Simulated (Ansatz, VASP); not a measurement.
# One calculation of Ge, two programs

The input INCAR:

```
PREC     = Accurate       # precision mode
ENCUT    = 520            # plane-wave cutoff, eV
EDIFF    = 1E-6           # SCF threshold, eV
ISMEAR   = 0              # smearing method
SIGMA    = 0.15           # smearing width, eV
LREAL    = False          # projectors in reciprocal space
LASPH    = True           # aspherical terms in the spheres
NELM     = 80             # most SCF steps
ALGO     = Normal         # electronic algorithm
ISIF     = 2              # what is computed and relaxed
LWAVE    = False          # write WAVECAR
LCHARG   = False          # write CHGCAR
GGA      = CA             # functional
NBANDS   = 36             # bands
```

KPOINTS

```
regular mesh
0
Gamma
  6 6 6
```

POSCAR

```
Ge
1.0
    0.0000000000      2.8857400000      5.1156650000
    2.6304970000      0.0000000000      5.1156650000
    2.6304970000      2.8857400000      0.0000000000
Ge
4
Direct
    0.7818670000      0.7818670000      0.2181330000
    0.2181330000      0.2181330000      0.7818670000
    0.2735100000      0.7264900000      0.2735100000
    0.7264900000      0.2735100000      0.7264900000
```

Input for Ansatz:

```yaml
crystal:
  lattice:
    - [0.0, 2.88574, 5.115665]
    - [2.630497, 0.0, 5.115665]
    - [2.630497, 2.88574, 0.0]
  atoms:
    - { symbol: Ge, position: [0.781867, 0.781867, 0.218133] }
    - { symbol: Ge, position: [0.218133, 0.218133, 0.781867] }
    - { symbol: Ge, position: [0.27351, 0.72649, 0.27351] }
    - { symbol: Ge, position: [0.72649, 0.2735099999999999, 0.7264900000000001] }
kpoints:
  mp_grid:
    grid: [6, 6, 6]
hamiltonian:
  xc: lda
scf:
  convergence:
    dr2_threshold: 1.0e-09
  occupations:
    method: gaussian
    width: 0.15
output:
  stress: true
```

Alike in both runs: task single point; functional LDA; k mesh 6 × 6 × 6; occupations gaussian, width 0.15 eV; no spin polarisation.

|  | VASP | Ansatz |
| --- | --- | --- |
| version | VASP 6.6.1 | Ansatz 0.2.0 |
| potentials or method | VASP PAW LDA potentials, release 64 (Ge_d) | plane waves, PAW |
| plane-wave cutoff (eV) | 520 | 420 |
| valence electrons in the cell | 56 | 56 |

|  | VASP | Ansatz | Ansatz less VASP |
| --- | --- | --- | --- |
| pressure (GPa) | -5.0 | -5.0 | -0.02 |
| traceless stress, the component that is largest in VASP (GPa) | 1.53 | 1.52 | -0.002 |

LDA's correlation is that of Perdew and Zunger in VASP and of Perdew and Wang (1992) in Ansatz. Ansatz's warnings: stress scf threshold loose.
